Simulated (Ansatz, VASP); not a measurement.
**Two plane-wave programs on Hf3C2**

```xyz
10
Lattice="5.5455 0.0000 0.0000 0.0000 5.5455 0.0000 0.0000 0.0000 5.5455" Properties=species:S:1:pos:R:3 pbc="T T T"
Hf    4.0829    2.7727    2.7727
Hf    1.4626    2.7727    2.7727
Hf    2.7727    4.0829    2.7727
Hf    2.7727    1.4626    2.7727
Hf    2.7727    2.7727    4.0829
Hf    2.7727    2.7727    1.4626
C     0.0000    2.7727    2.7727
C     2.7727    0.0000    2.7727
C     2.7727    2.7727    0.0000
C     0.0000    0.0000    0.0000
```

Alike in both runs: task single point; functional PBE; k mesh 4 × 4 × 4; occupations gaussian, width 0.1 eV; no spin polarisation.

|  | VASP | Ansatz |
| --- | --- | --- |
| version | VASP 6.6.1 | Ansatz 0.2.0 |
| potentials or method | VASP PAW PBE potentials, release 64 (Hf_pv, C), cutoff 520 eV | scalar-relativistic, plane waves, PAW |
| valence electrons in the cell | 76 | 172 |

```tsv
	VASP	Ansatz	Ansatz less VASP
gap on the k mesh at the Fermi level (eV)	none	none	-
rms of the force components (eV/Å)	24.400	28.551	+4.1508
```

Atom by atom the forces differ by 4.151 eV/Å (rms over components). A gap of «none» marks a metal or a gap that the smearing closes. VASP's potentials hold 76 valence electrons a cell and Ansatz's 172, so a difference there can come from the potentials and not from the codes.

Neither program's run includes spin-orbit coupling.
